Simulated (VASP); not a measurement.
# TiAl (P4/mmm) in VASP: a series of runs

TiAl is run at these levels: PBEsol; tasks: single point.

All numbers are computed with VASP 6.6.1; they aren't measurements. Logs are shortened: lines on timing, memory, paths and dates and some standing lists are left out, and cuts for length are marked.

**1. The cell of the first run**

The structure is tetragonal, space group P4/mmm (No. 123). The conventional cell has a = 3.276 Å, b = 3.276 Å, c = 2.851 Å, α = 90.00°, β = 90.00°, γ = 90.00°. Within 3.6 Å of Ti (site symmetry 4/mmm) lie 8 Al at 2.72 Å and 6 Ti at 2.85 to 3.28 Å. Al (site symmetry 4/mmm) has 8 Ti at 2.72 Å and 6 Al at 2.85 to 3.28 Å within 3.6 Å.

**2. Single point, PBEsol (15.30 Å³/atom)**

Input file INCAR:

```
SYSTEM = TiAl
  PREC = Accurate
  ENCUT = 520
  EDIFF = 1E-7
  ISMEAR = 0
  SIGMA = 0.15
  LREAL = .False.
  LASPH = .True.
  NELM = 80
  ALGO = Fast
  ISIF = 2
  LWAVE = .False.
  LCHARG = .False.
  GGA = PS
  NBANDS = 14
```

Input file KPOINTS:

```
Automatic mesh
0
Gamma
  16 16 16
  0 0 0
```

Input file POSCAR:

```
TiAl
1.0
    3.2761063167      0.0000000000      0.0000000000
    0.0000000000      3.2761063167      0.0000000000
    0.0000000000      0.0000000000      2.8508677168
Ti Al
1 1
Direct
    0.0000000000      0.0000000000      0.0000000000
    0.5000000000      0.5000000000      0.5000000000
```

Potentials or basis: VASP PAW PBE potentials, release 64 (Ti_sv, Al).

Run with:

```bash
$ cat potpaw_PBE.64/Ti_sv/POTCAR potpaw_PBE.64/Al/POTCAR > POTCAR
$ mpirun -np 1 vasp_std > vasp.out
```

OUTCAR:

```text
SYSTEM = TiAl
   PREC = Accurate
   ENCUT = 520
   EDIFF = 1E-7
   ISMEAR = 0
   LREAL = .False.
   LASPH = .True.
   NELM = 80
   ISIF = 2
   GGA = PS

 ion  position               nearest neighbor table
   1  0.000  0.000  0.000-   2 2.72   2 2.72   2 2.72   2 2.72   2 2.72   2 2.72   2 2.72   2 2.72

   2  0.500  0.500  0.500-   1 2.72   1 2.72   1 2.72   1 2.72   1 2.72   1 2.72   1 2.72   1 2.72

  LATTYP: Found a simple tetragonal cell.
 ALAT       =     3.2761063167
 C/A-ratio  =     0.8702000000

  Lattice vectors:

 A1 = (   3.2761063167,   0.0000000000,   0.0000000000)
 A2 = (   0.0000000000,   3.2761063167,   0.0000000000)
 A3 = (   0.0000000000,   0.0000000000,   2.8508677168)

Analysis of symmetry for initial positions (statically):
=====================================================================
 Subroutine PRICEL returns:
 Original cell was already a primitive cell.

 Routine SETGRP: Setting up the symmetry group for a
 simple tetragonal supercell.

 Subroutine GETGRP returns: Found 16 space group operations
 (whereof 16 operations were pure point group operations)
 out of a pool of 16 trial point group operations.

The static configuration has the point symmetry D_4h.

Analysis of symmetry for dynamics (positions and initial velocities):
=====================================================================
 Subroutine PRICEL returns:
 Original cell was already a primitive cell.

 Routine SETGRP: Setting up the symmetry group for a
 simple tetragonal supercell.

 Subroutine GETGRP returns: Found 16 space group operations
 (whereof 16 operations were pure point group operations)
 out of a pool of 16 trial point group operations.

The dynamic configuration has the point symmetry D_4h.

 Subroutine INISYM returns: Found 16 space group operations
 (whereof 16 operations are pure point group operations),
 and found     1 'primitive' translations

----------------------------------------------------------------------------------------

                                     Primitive cell

  volume of cell :      30.5980

  direct lattice vectors                    reciprocal lattice vectors
     3.276106317  0.000000000  0.000000000     0.305240399  0.000000000  0.000000000
     0.000000000  3.276106317  0.000000000     0.000000000  0.305240399  0.000000000
     0.000000000  0.000000000  2.850867717     0.000000000  0.000000000  0.350770397

  length of vectors
     3.276106317  3.276106317  2.850867717     0.305240399  0.305240399  0.350770397

  position of ions in fractional coordinates (direct lattice)
     0.000000000  0.000000000  0.000000000
     0.500000000  0.500000000  0.500000000

  ion indices of the primitive-cell ions
   primitive index   ion index
                 1           1
                 2           2

----------------------------------------------------------------------------------------

 KPOINTS: Automatic mesh

Automatic generation of k-mesh.
 Grid dimensions read from file:
 generate k-points for:   16   16   16

 Generating k-lattice:

  Cartesian coordinates                     Fractional coordinates (reciprocal lattice)
     0.019077525  0.000000000  0.000000000     0.062500000  0.000000000  0.000000000
     0.000000000  0.019077525  0.000000000     0.000000000  0.062500000  0.000000000
     0.000000000  0.000000000  0.021923150     0.000000000  0.000000000  0.062500000

  Length of vectors
     0.019077525  0.019077525  0.021923150

  Shift w.r.t. Gamma in fractional coordinates (k-lattice)
     0.000000000  0.000000000  0.000000000

 Subroutine IBZKPT returns following result:
 ===========================================

 Found    405 irreducible k-points:

 Following reciprocal coordinates:
            Coordinates               Weight
  0.000000  0.000000  0.000000      1.000000
  0.062500  0.000000  0.000000      4.000000
  0.125000  0.000000  0.000000      4.000000
  0.187500  0.000000  0.000000      4.000000
  0.250000  0.000000  0.000000      4.000000
  0.312500  0.000000  0.000000      4.000000
[... 16 lines left out ...]
  0.437500  0.125000  0.000000      8.000000
  0.500000  0.125000  0.000000      4.000000
 [... further k-points ...]
   k-points           NKPTS =    405   k-points in BZ     NKDIM =    405   number of bands    NBANDS=     14
   number of dos      NEDOS =    301   number of ions     NIONS =      2
   total plane-waves  NPLWV =  13824
   dimension x,y,z NGX =    24 NGY =   24 NGZ =   24
   dimension x,y,z NGXF=    48 NGYF=   48 NGZF=   48
   ions per type =               1   1
   NGX,Y,Z   is equivalent  to a cutoff of  12.18, 12.18, 14.00 a.u.
   NGXF,Y,Z  is equivalent  to a cutoff of  24.36, 24.36, 27.99 a.u.
 SYSTEM =  TiAl
   PREC   = accura    normal or accurate (medium, high low for compatibility)
   ISTART =      0    job   : 0-new  1-cont  2-samecut
   ICHARG =      2    charge: 1-file 2-atom 10-const
   ISPIN  =      1    spin polarized calculation?
   LNONCOLLINEAR =      F non collinear calculations
   LSORBIT =      F    spin-orbit coupling
   LASPH  =      T    aspherical Exc in radial PAW
   ENCUT  =  520.0 eV  38.22 Ry    6.18 a.u.   6.09  6.09  5.30*2*pi/ulx,y,z
   NELM   =     80;   NELMIN=  2; NELMDL= -5     # of ELM steps
   EDIFF  = 0.1E-06   stopping-criterion for ELM
   LREAL  =      F    real-space projection
   EDIFFG = 0.1E-05   stopping-criterion for IOM
   NSW    =      0    number of steps for IOM
   IBRION =     -1    ionic relax: 0-MD 1-quasi-New 2-CG
   NFREE  =      0    steps in history (QN), initial steepest desc. (CG)
   ISIF   =      2    stress and relaxation
   ISYM   =      2    0-nonsym 1-usesym 2-fastsym
   POTIM  = 0.5000    time-step for ionic-motion
   TEBEG  =    0.0;   TEEND  =   0.0 temperature during run
   PSTRESS=    0.0 pullay stress
   NELECT =      15.0000    total number of electrons
   NUPDOWN=      -1.0000    fix difference up-down
   EMIN   =  10.00;   EMAX   =-10.00  energy-range for DOS
   EFERMI =   0.00;   METHOD = LEGACY
   ISMEAR =     0;   SIGMA  =   0.15  broadening in eV -4-tet -1-fermi 0-gaus
   EFERMI_NEDOS =   21; number of points for ismear=-14 and -15
   IALGO  =     68    algorithm
   IMIX   =      4    mixing-type and parameters
     AMIX     =   0.40;   BMIX     =  1.00
     AMIX_MAG =   1.60;   BMIX_MAG =  1.00
  volume/ion in A,a.u.               =      15.30       103.24
  Fermi-wavevector in a.u.,A,eV,Ry     =   1.290845  2.439344 22.671141  1.666282
  Thomas-Fermi vector in A             =   2.422652
   LORBIT       =      0    0 simple, 1 ext, 2 COOP (PROOUT), +10 PAW based schemes
   GGA     = PS    functional components
   LHFCALC =     F    Hartree Fock is set to
   AEXX    =    0.0000 exact exchange contribution
   IVDW    =     0    specifies the selected vdW correction
   LEPSILON=     F    determine dielectric tensor
   LRPA    =     F    only Hartree local field effects (RPA)
 non-spin polarized calculation
 RMM-DIIS sequential band-by-band and
 Gauss-broadening in eV      SIGMA  =   0.15
  energy-cutoff  :      520.00
  volume of cell :       30.60
 maximum number of plane-waves:       840
   NGX = 13   NGY = 13   NGZ = 11

 number of electron      15.0000009 magnetization

 Free energy of the ion-electron system (eV)
  ---------------------------------------------------
  ext. energy  EPLUGINS =         0.00000000
  ---------------------------------------------------
  free energy    TOTEN  =       -12.98688259 eV

  energy without entropy =      -12.95758592  energy(sigma->0) =      -12.97223426

 E-fermi :   9.1169     XC(G=0): -11.3968

 val. band max:        9.1164537905   @ k =   0.4375   0.2500   0.5000
 cond. band min:       9.1176627661   @ k =   0.3125   0.2500   0.3750
 fundamental gap:      0.0012089756
 Fermi energy:         9.1169286361

 k-point     1 :       0.0000    0.0000    0.0000
  band No.  band energies     occupation
      1     -47.3499      2.00000
      2     -23.7141      2.00000
      3     -23.7141      2.00000
      4     -23.4534      2.00000
      5      -0.2933      2.00000
      6       7.4516      2.00000
      7       7.7502      2.00000
      8      10.6062      0.00000
      9      11.4723      0.00000
     10      11.4723      0.00000
     11      12.5969      0.00000
     12      12.5969      0.00000
     13      16.7693      0.00000
     14      17.6369      0.00000

 k-point     2 :       0.0625    0.0000    0.0000
  band No.  band energies     occupation
      1     -47.3495      2.00000
      2     -23.7195      2.00000
      3     -23.7136      2.00000
      4     -23.4530      2.00000
      5      -0.2340      2.00000
      6       7.4201      2.00000
      7       7.7538      2.00000
      8      10.4550      0.00000
      9      11.4236      0.00000
     10      11.4775      0.00000
     11      12.4145      0.00000
     12      12.7989      0.00000
     13      16.8666      0.00000
     14      17.7378      0.00000

 k-point     3 :       0.1250    0.0000    0.0000
  band No.  band energies     occupation
      1     -47.3483      2.00000
      2     -23.7348      2.00000
      3     -23.7123      2.00000
      4     -23.4520      2.00000
      5      -0.0574      2.00000
      6       7.2723      2.00000
      7       7.7928      2.00000
      8      10.1209      0.00000
      9      11.2913      0.00000
     10      11.4923      0.00000
     11      12.0220      0.00000
     12      13.2857      0.00000
     13      17.1449      0.00000
     14      17.5543      0.00000

 k-point     4 :       0.1875    0.0000    0.0000
  band No.  band energies     occupation
      1     -47.3465      2.00000
      2     -23.7575      2.00000
      3     -23.7103      2.00000
      4     -23.4505      2.00000
      5       0.2323      2.00000
      6       6.9320      2.00000
      7       7.8877      2.00000
      8       9.7502      0.00000
      9      11.1088      0.00000
     10      11.5147      0.00000
     11      11.6763      0.00000
     12      13.9130      0.00000
     13      17.2107      0.00000
     14      17.5731      0.00000

 k-point     5 :       0.2500    0.0000    0.0000
  band No.  band energies     occupation
      1     -47.3444      2.00000
      2     -23.7843      2.00000
      3     -23.7079      2.00000
      4     -23.4487      2.00000
      5       0.6282      2.00000
      6       6.3868      2.00000
      7       8.0194      2.00000
      8       9.4092      0.00586
      9      10.9123      0.00000
     10      11.5163      0.00000
     11      11.5412      0.00000
[... 276 lines left out ...]
 k-point    22 :       0.3750    0.1250    0.0000
  band No.  band energies     occupation
      1     -47.3390      2.00000
      2     -23.8306      2.00000
      3     -23.7231      2.00000
      4     -23.4439      2.00000
      5       1.8625      2.00000
      6       5.0915      2.00000
      7       8.1267      2.00000
      8       8.7137      1.99986
      9      10.6263      0.00000
     10      11.4441      0.00000
     11      11.7855      0.00000
     12      14.7348      0.00000
     13      16.7787      0.00000
     14      19.5948      0.00000

 k-point    23 :       0.4375    0.1250    0.0000
  band No.  band energies     occupation
      1     -47.3378      2.00000
      2     -23.8454      2.00000
      3     -23.7216      2.00000
      4     -23.4429      2.00000
      5       2.4266      2.00000
      6       4.3913      2.00000
      7       8.2828      2.00000
      8       8.5675      2.00000
      9      10.5376      0.00000
     10      11.4620      0.00000
     11      11.8414      0.00000
     12      15.0535      0.00000
     13      16.5726      0.00000
     14      19.0392      0.00000

 k-point    24 :       0.5000    0.1250    0.0000
  band No.  band energies     occupation
      1     -47.3374      2.00000
      2     -23.8506      2.00000
      3     -23.7211      2.00000
      4     -23.4426      2.00000
      5       2.7555      2.00000
      6       4.0145      2.00000
      7       8.4171      2.00000
      8       8.4374      2.00000
      9      10.5072      0.00000
     10      11.4683      0.00000
     11      11.8701      0.00000
     12      15.1637      0.00000
     13      16.5178      0.00000
     14      18.8465      0.00000

 [... further k-points ...]
[... 5 lines left out ...]
  --------------------------------------------------------------------------------------
  -------------------------------------------------------------------------------------
  Total        0.7861054      0.7861054      0.8187331      0.0000000      0.0000000      0.0000000
  in kB       41.1621759     41.1621759     42.8706325      0.0000000      0.0000000      0.0000000
  external PRESSURE =      41.7316614 kB  Pullay stress =       0.0000000 kB

 VOLUME and BASIS-vectors are now :
 -----------------------------------------------------------------------------
  energy-cutoff  :      520.00
  volume of cell :       30.60
      direct lattice vectors                 reciprocal lattice vectors
     3.276106317  0.000000000  0.000000000     0.305240399  0.000000000  0.000000000
     0.000000000  3.276106317  0.000000000     0.000000000  0.305240399  0.000000000
     0.000000000  0.000000000  2.850867717     0.000000000  0.000000000  0.350770397

 POSITION                                       TOTAL-FORCE (eV/Angst)
 -----------------------------------------------------------------------------------
      0.00000      0.00000      0.00000         0.000000      0.000000      0.000000
      1.63805      1.63805      1.42543         0.000000      0.000000      0.000000
 -----------------------------------------------------------------------------------
    total drift:                                0.000000      0.000000      0.000000

  FREE ENERGIE OF THE ION-ELECTRON SYSTEM (eV)
  ---------------------------------------------------
  free  energy   TOTEN  =       -12.9868825906 eV

  energy  without entropy=      -12.9575859213  energy(sigma->0) =      -12.97223426
```

It took 9.3 min on 1 thread of AMD EPYC 7R13, shared host; peak memory 0.26 GiB.

Results:

| Quantity | Value |
| --- | --- |
| Free energy | -12.9869 eV |
| Pressure | 4.2 GPa |
| Band gap on the k mesh | zero (an odd number of electrons rules out a gap without spin polarisation) |

Stress tensor (GPa, compression positive):
```
4.12 0.00 0.00
0.00 4.12 0.00
0.00 0.00 4.29
```

Caveat: the cell stands under pressure; the PAW data sets were made with another functional, which shifts forces and pressure a little.

**3. Single point, PBEsol (15.30 Å³/atom)**

Input file INCAR:

```
SYSTEM = TiAl
PREC     = Accurate       ! precision mode
ENCUT    = 520            ! plane-wave cutoff, eV
EDIFF    = 1E-6           ! SCF threshold, eV
ISMEAR   = 0              ! smearing method
SIGMA    = 0.15           ! smearing width, eV
LREAL    = .False.        ! projectors in reciprocal space
LASPH    = .True.         ! aspherical terms in the spheres
NELM     = 100            ! most SCF steps
ALGO     = Fast           ! electronic algorithm
ISIF     = 2              ! what is computed and relaxed
LWAVE    = .False.        ! write WAVECAR
LCHARG   = .False.        ! write CHGCAR
GGA      = PS             ! functional
NBANDS   = 14             ! bands
```

Input file KPOINTS:

```
regular mesh
0
Gamma
  16 16 16
  0 0 0
```

Input file POSCAR:

```
TiAl
1.0
    2.9176113793      0.0000000000      0.0000000000
    0.0000000000      2.9176113793      0.0000000000
    0.0000000000      0.0000000000      3.5944972193
Ti Al
1 1
Direct
    0.0000000000      0.0000000000      0.0000000000
    0.5000000000      0.5000000000      0.5000000000
```

Potentials or basis: VASP PAW PBE potentials, release 64 (Ti_sv, Al).

Run with:

```bash
$ cat potpaw_PBE.64/Ti_sv/POTCAR potpaw_PBE.64/Al/POTCAR > POTCAR
$ mpirun -np 1 vasp_std > vasp.out
```

Wall time 9.5 min (1 thread of AMD EPYC 7R13, shared host); peak memory 0.26 GiB.

It converged, with:

```
Free energy            : -13.1462 eV
Pressure               : 3.7 GPa
Band gap on the k mesh : zero (an odd number of electrons rules out a gap without spin polarisation)
```

Stress tensor (GPa, compression positive):
```
0.72 0.00 0.00
0.00 0.72 0.00
0.00 0.00 9.52
```

Levels at points of the mesh, in eV from the Fermi level:
| k point | band 6 | band 7 | band 8 | band 9 | band 10 | band 11 |
| --- | --- | --- | --- | --- | --- | --- |
| (0.00, 0.00, 0.00) | -1.73 | -1.09 | 1.53 | 2.00 | 2.00 | 2.88 |
| (0.50, 0.00, 0.00) | -4.96 | -1.13 | -0.32 | 1.21 | 2.34 | 4.22 |
| (0.50, 0.50, 0.00) | -1.12 | -1.12 | -0.99 | 0.00 | 0.00 | 3.86 |
| (0.00, 0.00, 0.50) | -5.34 | -0.66 | 1.17 | 1.17 | 1.74 | 2.93 |
| (0.50, 0.00, 0.50) | -2.70 | -1.51 | -1.36 | 1.39 | 1.74 | 2.22 |
| (0.50, 0.50, 0.50) | -2.86 | -2.86 | 1.47 | 2.58 | 2.76 | 3.77 |

Caveat: the stress differs along the axes, from 1 to 10 GPa; the PAW data sets were made with another functional, which shifts forces and pressure a little.

**4. Single point, PBEsol (15.30 Å³/atom)**

Input file INCAR:

```
SYSTEM = TiAl
ALGO = Fast
EDIFF = 1E-6
ENCUT = 520
GGA = PS
ISIF = 2
ISMEAR = 0
LASPH = .TRUE.
LCHARG = .TRUE.
LELF = .TRUE.
LREAL = .FALSE.
LVHAR = .TRUE.
LWAVE = .FALSE.
NBANDS = 14
NELM = 80
PREC = Accurate
SIGMA = 0.15
```

Input file KPOINTS:

```
k-points
0
G
  16 16 16
  0 0 0
```

Input file POSCAR:

```
TiAl
1.0
    2.7854607559      0.0000000000      0.0000000000
    0.0000000000      2.7854607559      0.0000000000
    0.0000000000      0.0000000000      3.9436553382
Ti Al
1 1
Direct
    0.0000000000      0.0000000000      0.0000000000
    0.5000000000      0.5000000000      0.5000000000
```

Run with:

```bash
$ cat potpaw_PBE.64/Ti_sv/POTCAR potpaw_PBE.64/Al/POTCAR > POTCAR
$ mpirun -np 1 vasp_std > vasp.out
```

It took 12 min on 1 thread of AMD EPYC 7R13, shared host; peak memory 0.26 GiB.

The run converged. Its results:

```
Free energy            : -13.2454 eV
Pressure               : 3.9 GPa
Band gap on the k mesh : zero (an odd number of electrons rules out a gap without spin polarisation)
```

Stress tensor (GPa, compression positive):
```
3.40 0.00 0.00
0.00 3.40 0.00
0.00 0.00 5.02
```

Levels at points of the mesh, in eV from the Fermi level:
```csv
k point,band 5,band 6,band 7,band 8,band 9,band 10,band 11,band 12
"(0.00, 0.00, 0.00)",-9.28,-1.96,-0.92,-0.08,2.27,2.27,3.46,6.83
"(0.50, 0.00, 0.00)",-4.73,-4.62,-1.75,-0.27,1.76,2.66,4.74,5.46
"(0.50, 0.50, 0.00)",-3.42,-0.56,-0.48,-0.48,-0.25,-0.25,4.49,5.52
"(0.00, 0.00, 0.50)",-7.64,-5.38,-0.72,0.78,1.85,1.85,3.48,7.96
"(0.50, 0.00, 0.50)",-5.07,-2.98,-1.24,-1.12,1.53,1.82,2.38,4.27
"(0.50, 0.50, 0.50)",-2.73,-2.45,-2.45,2.05,2.31,2.72,4.34,4.34
```

Caveat: the cell stands under pressure; the PAW data sets were made with another functional, which shifts forces and pressure a little.

**5. The runs side by side**

| cell | further INCAR settings | gap on the mesh (eV) | pressure (GPa) |
| --- | --- | --- | --- |
| a = 3.276, b = 3.276, c = 2.851 Å, 2 atoms | ALGO = Fast; EDIFF = 1e-07; NBANDS = 14 | none | 4.2 |
| a = 2.918, b = 2.918, c = 3.594 Å, 2 atoms | ALGO = Fast; EDIFF = 1e-06; NBANDS = 14 | none | 3.7 |
| a = 2.785, b = 2.785, c = 3.944 Å, 2 atoms | ALGO = Fast; EDIFF = 1e-06; NBANDS = 14 | none | 3.9 |

Alike in all rows: task single point; level PBEsol; potentials or basis VASP PAW PBE potentials, release 64 (Ti_sv, Al); no spin polarisation; k mesh 16 × 16 × 16; cutoff (eV) 520; smearing gaussian 0.15 eV.

Caveats: the PAW data sets were made with another functional, which shifts forces and pressure a little; the cell stands under pressure (at least some runs); the stress differs along the axes, from 1 to 10 GPa (at least some runs).

Absolute energies hang on the potentials; compare differences alone.
